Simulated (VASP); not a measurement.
Write the native input for VASP 6.6.1 that does the following.

- Task: relaxation of cell and atoms
- Functional: PBE
- Potentials or basis: VASP PAW PBE potentials, release 64 (Zn, Se)
- Cutoff: 500 eV
- k mesh: 4 × 4 × 4
- Occupations: gaussian, width 0.1 eV
- Spin: no spin polarisation
- Dipole correction: no
- Further INCAR settings: ALGO = Normal; EDIFF = 1e-07; IBRION = 2; EDIFFG = -0.04; NSW = 90; ISIF = 3

The structure of ZnSe3 lies in POSCAR:

```
ZnSe3
1.0
    4.5691870700      0.0000000000      0.0000000000
    0.0000000000      4.5691870700      0.0000000000
    0.0000000000      0.0000000000      4.5691870700
Zn Se
1 3
Direct
    0.0000000000      0.0000000000      0.0000000000
    0.5000000000      0.0000000000      0.5000000000
    0.0000000000      0.5000000000      0.5000000000
    0.5000000000      0.5000000000      0.0000000000
```

The cell was built from a structure type or drawn by symmetry, and may not be a known phase.

These files were run (other wordings do the same):

INCAR

```
ALGO = Normal
EDIFF = 1E-7
EDIFFG = -0.04
ENCUT = 500
GGA = PE
GGA_COMPAT = F
IBRION = 2
ISIF = 3
ISMEAR = 0
LASPH = T
LCHARG = F
LREAL = F
LWAVE = F
NELM = 120
NELMIN = 4
NSW = 90
PREC = Accurate
SIGMA = 0.1
```

KPOINTS

```
k-points
0
Gamma
  4 4 4
```

Potentials or basis: VASP PAW PBE potentials, release 64 (Zn, Se).

Run with:

```console
$ cat potpaw_PBE.64/Zn/POTCAR potpaw_PBE.64/Se/POTCAR > POTCAR
$ mpirun -np 1 vasp_std > vasp.out
```

Results of the run:

```yaml
Relaxed_volume: 20.28 Å³/atom
Relaxed_cell: a = 4.329 Å, b = 4.329 Å, c = 4.329 Å, α = 90.00°, β = 90.00°, γ = 90.00°
Space_group_after_relaxing_to_0.1_Å: Pm-3m (No. 221)
Energy_gained_by_relaxing: 89.9 meV/atom
Ionic_steps: 3
Pressure_after_relaxing: 0.0 GPa
Band_gap_on_the_k_mesh: zero (bands 15 and 16 overlap by 1.93 eV)
```

Run time: 81 s on 1 thread of Intel Xeon 8259CL (shared host), peak memory 0.21 GiB.
